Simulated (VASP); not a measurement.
# Zn3S5 (P1) in VASP: single point with PBE

Aim: the single point of Zn3S5 with PBE.

All numbers are computed with VASP 6.6.1; they aren't measurements. Logs are shortened: lines on timing, memory, paths and dates and some standing lists are left out, and cuts for length are marked.

## (1) The cell of the first run

The typed cell holds 8 atoms: a = 3.826 Å, b = 3.838 Å, c = 11.984 Å, α = 87.79°, β = 89.92°, γ = 60.11°.

## (2) Single point, PBE

Contents of INCAR:

```
PREC = Accurate
ENCUT = 520
EDIFF = 1E-6
ISMEAR = 0
SIGMA = 0.02
LREAL = False
LASPH = True
NELM = 80
ALGO = Normal
ISIF = 2
LWAVE = False
LCHARG = False
GGA = PE
NBANDS = 43
```

Contents of KPOINTS:

```
Automatic mesh
0
Gamma
  8 8 4
```

Contents of POSCAR:

```
Zn3S5
1.0
    3.8258708940     -0.0005880485      0.0004037263
    1.9126959685      3.3269794414     -0.0023146092
    0.0163839022      0.5316147991     11.9721313468
Zn S
3 5
Direct
    0.3287742661      0.4658841023      0.8708993110
    0.7983797277      0.5278418741      0.1290271449
    0.9666153550      0.0046020855      0.4999893127
    0.8319091112      0.9970800830      0.0000363498
    0.4349898533      0.2423903192      0.2255836317
    0.3052388070      0.3555493064      0.3969694550
    0.6777998105      0.7555685177      0.7746884065
    0.6562930691      0.6510837117      0.6028063883
```

Potentials or basis: VASP PAW PBE potentials, release 64 (Zn, S).

Command:

```bash
> cat potpaw_PBE.64/Zn/POTCAR potpaw_PBE.64/S/POTCAR > POTCAR
> mpirun -np 1 vasp_std > vasp.out
```

OUTCAR:

```text
PREC = Accurate
   ENCUT = 520
   EDIFF = 1E-6
   ISMEAR = 0
   LREAL = False
   LASPH = True
   NELM = 80
   ISIF = 2
   GGA = PE

 ion  position               nearest neighbor table
   1  0.329  0.466  0.871-   4 2.38   7 2.39   7 2.43   4 2.56   7 2.67
   2  0.798  0.528  0.129-   4 2.38   5 2.39   5 2.43   4 2.56   5 2.69
   3  0.967  0.005  0.500-   6 2.50   8 2.50   8 2.53   6 2.53   6 2.57   8 2.58
   4  0.832  0.997  0.000-   2 2.38   1 2.38   2 2.56   1 2.56
   5  0.435  0.242  0.226-   6 2.12   2 2.39   2 2.43   2 2.69
   6  0.305  0.356  0.397-   5 2.12   3 2.50   3 2.53   3 2.57
   7  0.678  0.756  0.775-   8 2.12   1 2.39   1 2.43   1 2.67
   8  0.656  0.651  0.603-   7 2.12   3 2.50   3 2.53   3 2.58

  LATTYP: Found a triclinic cell.
 ALAT       =     3.8376038655
 B/A-ratio  =     0.9969426482
 C/A-ratio  =     3.6374160536
 COS(alpha) =     0.0011507475
 COS(beta)  =     0.4463579609
 COS(gamma) =     0.4982755883

  Lattice vectors:

 A1 = (  -1.9126959685,  -3.3269794414,   0.0023146092)
 A2 = (  -3.8258708940,   0.0005880485,  -0.0004037263)
 A3 = (  -0.0159049452,  -7.1861617304, -11.9670984021)

Analysis of symmetry for initial positions (statically):
=====================================================================
 Subroutine PRICEL returns:
 Original cell was already a primitive cell.

 Routine SETGRP: Setting up the symmetry group for a
 triclinic supercell.

 Subroutine GETGRP returns: Found  1 space group operations
 (whereof  1 operations were pure point group operations)
 out of a pool of  2 trial point group operations.

The static configuration has the point symmetry C_1 .

Analysis of symmetry for dynamics (positions and initial velocities):
=====================================================================
 Subroutine PRICEL returns:
 Original cell was already a primitive cell.

 Routine SETGRP: Setting up the symmetry group for a
 triclinic supercell.

 Subroutine GETGRP returns: Found  1 space group operations
 (whereof  1 operations were pure point group operations)
 out of a pool of  2 trial point group operations.

The dynamic configuration has the point symmetry C_1 .

 Subroutine INISYM returns: Found  1 space group operations
 (whereof  1 operations are pure point group operations),
 and found     1 'primitive' translations

----------------------------------------------------------------------------------------

                                     Primitive cell

  volume of cell :     152.4070

  direct lattice vectors                    reciprocal lattice vectors
     3.825870894 -0.000588049  0.000403726     0.261354636 -0.150249604  0.006314072
     1.912695969  3.326979441 -0.002314609     0.000047602  0.300536292 -0.013345186
     0.016383902  0.531614799 11.972131347    -0.000008804  0.000063170  0.083524523

  length of vectors
     3.825870960  3.837603866 11.983939741     0.301531188  0.300832443  0.083524548

  position of ions in fractional coordinates (direct lattice)
     0.328774266  0.465884102  0.870899311
     0.798379728  0.527841874  0.129027145
     0.966615355  0.004602085  0.499989313
     0.831909111  0.997080083  0.000036350
     0.434989853  0.242390319  0.225583632
     0.305238807  0.355549306  0.396969455
     0.677799810  0.755568518  0.774688406
     0.656293069  0.651083712  0.602806388

  ion indices of the primitive-cell ions
   primitive index   ion index
                 1           1
                 2           2
                 3           3
                 4           4
                 5           5
                 6           6
                 7           7
                 8           8

----------------------------------------------------------------------------------------

 KPOINTS: Automatic mesh

Automatic generation of k-mesh.
 Grid dimensions read from file:
 generate k-points for:    8    8    4

 Generating k-lattice:

  Cartesian coordinates                     Fractional coordinates (reciprocal lattice)
     0.032669330 -0.018781201  0.000789259     0.125000000 -0.000000000  0.000000000
     0.000005950  0.037567036 -0.001668148     0.000000000  0.125000000  0.000000000
    -0.000002201  0.000015793  0.020881131    -0.000000000  0.000000000  0.250000000

  Length of vectors
     0.037691398  0.037604055  0.020881137

  Shift w.r.t. Gamma in fractional coordinates (k-lattice)
     0.000000000  0.000000000  0.000000000

 Subroutine IBZKPT returns following result:
 ===========================================

 Found    132 irreducible k-points:

 Following reciprocal coordinates:
            Coordinates               Weight
  0.000000  0.000000  0.000000      1.000000
  0.125000 -0.000000  0.000000      2.000000
  0.250000 -0.000000  0.000000      2.000000
  0.375000 -0.000000  0.000000      2.000000
  0.500000 -0.000000  0.000000      1.000000
  0.000000  0.125000  0.000000      2.000000
[... 16 lines left out ...]
  0.125000  0.375000 -0.000000      2.000000
  0.250000  0.375000 -0.000000      2.000000
 [... further k-points ...]
   k-points           NKPTS =    132   k-points in BZ     NKDIM =    132   number of bands    NBANDS=     43
   number of dos      NEDOS =    301   number of ions     NIONS =      8
   total plane-waves  NPLWV =  75600
   dimension x,y,z NGX =    28 NGY =   30 NGZ =   90
   dimension x,y,z NGXF=    56 NGYF=   60 NGZF=  180
   ions per type =               3   5
   NGX,Y,Z   is equivalent  to a cutoff of  12.17, 13.00, 12.49 a.u.
   NGXF,Y,Z  is equivalent  to a cutoff of  24.33, 25.99, 24.97 a.u.
 SYSTEM =  unknown system
   PREC   = accura    normal or accurate (medium, high low for compatibility)
   ISTART =      0    job   : 0-new  1-cont  2-samecut
   ICHARG =      2    charge: 1-file 2-atom 10-const
   ISPIN  =      1    spin polarized calculation?
   LNONCOLLINEAR =      F non collinear calculations
   LSORBIT =      F    spin-orbit coupling
   LASPH  =      T    aspherical Exc in radial PAW
   ENCUT  =  520.0 eV  38.22 Ry    6.18 a.u.   7.11  7.14 22.28*2*pi/ulx,y,z
   NELM   =     80;   NELMIN=  2; NELMDL= -5     # of ELM steps
   EDIFF  = 0.1E-05   stopping-criterion for ELM
   LREAL  =      F    real-space projection
   EDIFFG = 0.1E-04   stopping-criterion for IOM
   NSW    =      0    number of steps for IOM
   IBRION =     -1    ionic relax: 0-MD 1-quasi-New 2-CG
   NFREE  =      0    steps in history (QN), initial steepest desc. (CG)
   ISIF   =      2    stress and relaxation
   ISYM   =      2    0-nonsym 1-usesym 2-fastsym
   POTIM  = 0.5000    time-step for ionic-motion
   TEBEG  =    0.0;   TEEND  =   0.0 temperature during run
   PSTRESS=    0.0 pullay stress
   NELECT =      66.0000    total number of electrons
   NUPDOWN=      -1.0000    fix difference up-down
   EMIN   =  10.00;   EMAX   =-10.00  energy-range for DOS
   EFERMI =   0.00;   METHOD = LEGACY
   ISMEAR =     0;   SIGMA  =   0.02  broadening in eV -4-tet -1-fermi 0-gaus
   EFERMI_NEDOS =   21; number of points for ismear=-14 and -15
   IALGO  =     38    algorithm
   IMIX   =      4    mixing-type and parameters
     AMIX     =   0.40;   BMIX     =  1.00
     AMIX_MAG =   1.60;   BMIX_MAG =  1.00
  volume/ion in A,a.u.               =      19.05       128.56
  Fermi-wavevector in a.u.,A,eV,Ry     =   1.238572  2.340561 20.872157  1.534060
  Thomas-Fermi vector in A             =   2.373092
   LORBIT       =      0    0 simple, 1 ext, 2 COOP (PROOUT), +10 PAW based schemes
   GGA     = PE    functional components
   LHFCALC =     F    Hartree Fock is set to
   AEXX    =    0.0000 exact exchange contribution
   IVDW    =     0    specifies the selected vdW correction
   LEPSILON=     F    determine dielectric tensor
   LRPA    =     F    only Hartree local field effects (RPA)
 non-spin polarized calculation
 Gauss-broadening in eV      SIGMA  =   0.02
  energy-cutoff  :      520.00
  volume of cell :      152.41
 maximum number of plane-waves:      4128
   NGX = 15   NGY = 15   NGZ = 45

 number of electron      66.0000018 magnetization

 Free energy of the ion-electron system (eV)
  ---------------------------------------------------
  ext. energy  EPLUGINS =         0.00000000
  ---------------------------------------------------
  free energy    TOTEN  =       -26.84760137 eV

  energy without entropy =      -26.84760137  energy(sigma->0) =      -26.84760137

 E-fermi :   3.6271     XC(G=0):  -9.9026

 val. band max:        3.4946931970   @ k =   0.2500  -0.0000   0.2500
 cond. band min:       4.1611768231   @ k =   0.0000   0.0000   0.0000
 fundamental gap:      0.6664836261
 Fermi energy:         3.6270572713

 k-point     1 :       0.0000    0.0000    0.0000
  band No.  band energies     occupation
      1     -11.6607      2.00000
      2     -11.3009      2.00000
      3      -9.7032      2.00000
      4      -8.3156      2.00000
      5      -7.8150      2.00000
      6      -3.5558      2.00000
[... 35 lines left out ...]
     42       9.4665      0.00000
     43       9.6744      0.00000

 k-point     2 :       0.1250   -0.0000    0.0000
  band No.  band energies     occupation
      1     -11.5808      2.00000
      2     -11.2458      2.00000
      3      -9.5990      2.00000
      4      -8.2550      2.00000
      5      -7.7765      2.00000
      6      -3.5393      2.00000
[... 35 lines left out ...]
     42       9.5261      0.00000
     43       9.7864      0.00000

 k-point     3 :       0.2500   -0.0000    0.0000
  band No.  band energies     occupation
      1     -11.3737      2.00000
      2     -11.1103      2.00000
      3      -9.3263      2.00000
      4      -8.0945      2.00000
      5      -7.6902      2.00000
      6      -3.5448      2.00000
[... 919 lines left out ...]
      6      -3.4645      2.00000
[... 35 lines left out ...]
     42       9.9677      0.00000
     43      10.4095      0.00000

 k-point    24 :       0.2500    0.3750   -0.0000
  band No.  band energies     occupation
      1     -11.2148      2.00000
      2     -11.0182      2.00000
      3      -9.0963      2.00000
      4      -7.9845      2.00000
      5      -7.6325      2.00000
      6      -3.5181      2.00000
[... 35 lines left out ...]
     42       9.8850      0.00000
     43      10.1026      0.00000

 [... further k-points ...]
[... 5 lines left out ...]
  --------------------------------------------------------------------------------------
  -------------------------------------------------------------------------------------
  Total        0.1253169      0.1011873     -0.2283186     -0.0052007     -0.0884914      0.0079340
  in kB        1.3173935      1.0637314     -2.4001980     -0.0546726     -0.9302650      0.0834060
  external PRESSURE =      -0.0063577 kB  Pullay stress =       0.0000000 kB

 VOLUME and BASIS-vectors are now :
 -----------------------------------------------------------------------------
  energy-cutoff  :      520.00
  volume of cell :      152.41
      direct lattice vectors                 reciprocal lattice vectors
     3.825870894 -0.000588049  0.000403726     0.261354636 -0.150249604  0.006314072
     1.912695969  3.326979441 -0.002314609     0.000047602  0.300536292 -0.013345186
     0.016383902  0.531614799 11.972131347    -0.000008804  0.000063170  0.083524523

 POSITION                                       TOTAL-FORCE (eV/Angst)
 -----------------------------------------------------------------------------------
      2.16321      2.01278     10.42558        -0.001457      0.007938      0.007815
      4.06621      1.82424      1.54383        -0.001933     -0.004167     -0.007262
      3.71514      0.28054      5.98632         0.003013     -0.002119     -0.000777
      5.08989      3.31680     -0.00154         0.013015      0.000032      0.000156
      2.13153      0.92610      2.70033        -0.014727      0.013797      0.096986
      1.85437      1.39376      4.75187         0.004314     -0.019150     -0.094664
      4.05104      2.92520      9.27320        -0.013444     -0.015066     -0.099696
      3.76609      2.48622      7.21564         0.011219      0.018736      0.097442
 -----------------------------------------------------------------------------------
    total drift:                                0.000990      0.001127      0.000188

  FREE ENERGIE OF THE ION-ELECTRON SYSTEM (eV)
  ---------------------------------------------------
  free  energy   TOTEN  =       -26.8476013666 eV

  energy  without entropy=      -26.8476013666  energy(sigma->0) =      -26.84760137
```

Wall time 16 min (1 thread of Oxide Virtual Turin-like, shared host); peak memory 0.68 GiB.

What came out:

```
Free energy            : -26.8476 eV
Pressure               : 0.0 GPa
Largest force          : 0.102 eV/Å
Band gap on the k mesh : 0.67 eV (least direct gap 0.74 eV)
```

Forces in eV/Å, atoms in the order of the input:
```
Zn  -0.001  0.008  0.008
Zn  -0.002 -0.004 -0.007
Zn   0.003 -0.002 -0.001
S    0.013  0.000  0.000
S   -0.015  0.014  0.097
S    0.004 -0.019 -0.095
S   -0.013 -0.015 -0.100
S    0.011  0.019  0.097
```

Caveat: semilocal functionals underestimate gaps, and a narrow one can read as zero.
